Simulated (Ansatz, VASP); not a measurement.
**Two plane-wave programs on Si2Ni**

Contents of INCAR:

```
  PREC = Accurate
  ENCUT = 520
  EDIFF = 1E-6
  ISMEAR = 0
  SIGMA = 0.15
  LREAL = False
  LASPH = True
  NELM = 60
  ALGO = Normal
  ISIF = 2
  LWAVE = False
  LCHARG = False
  GGA = CA
  NBANDS = 16
```

File KPOINTS:

```
regular mesh
0
Gamma
  14 14 14
```

POSCAR

```
Si2Ni
1.0
    0.0000000000      2.7279671969      2.7279671969
    2.7279671969      0.0000000000      2.7279671969
    2.7279671969      2.7279671969      0.0000000000
Si Ni
2 1
Direct
    0.2500000000      0.2500000000      0.2500000000
    0.7500000000      0.7500000000      0.7500000000
    0.0000000000      0.0000000000      0.0000000000
```

Input for Ansatz:

```yaml
crystal:
  lattice:
    - [0.0, 2.7279671969, 2.7279671969]
    - [2.7279671969, 0.0, 2.7279671969]
    - [2.7279671969, 2.7279671969, 0.0]
  atoms:
    - { symbol: Si, position: [0.25, 0.25, 0.25] }
    - { symbol: Si, position: [0.75, 0.75, 0.75] }
    - { symbol: Ni, position: [0.0, 0.0, 0.0] }
basis:
  ecutwfc: 520.0
kpoints:
  mp_grid: { grid: [14, 14, 14] }
hamiltonian:
  xc: lda
  pseudopotentials: { kind: paw, azcp: { folder: soft_1 } }
scf:
  occupations: { method: gaussian, width: 0.15 }
  lower_state_search: "off"
output:
  forces: true
  stress: true
  eigenvalues: true
```

Alike in both runs: task single point; functional LDA; k mesh 14 × 14 × 14; occupations gaussian, width 0.15 eV; no spin polarisation.

|  | VASP | Ansatz |
| --- | --- | --- |
| version | VASP 6.6.1 | Ansatz 0.2.0 |
| potentials or method | VASP PAW LDA potentials, release 64 (Si, Ni), cutoff 520 eV | scalar-relativistic, plane waves, PAW |
| valence electrons in the cell | 18 | 26 |

Ansatz gave:

| Property | Result |
| --- | --- |
| gap on the k mesh at the Fermi level (eV) | none |
| pressure (GPa) | -8.6 |

Estimate VASP's values.

gap on the k mesh at the Fermi level (eV): none; pressure (GPa): -8.4.

Ansatz warns that its potentials were made for another functional, while VASP's fit it. LDA's correlation is that of Perdew and Zunger in VASP and of Perdew and Wang (1992) in Ansatz. A gap of «none» marks a metal or a gap that the smearing closes. VASP's potentials hold 18 valence electrons a cell and Ansatz's 26, so a difference there can come from the potentials and not from the codes.
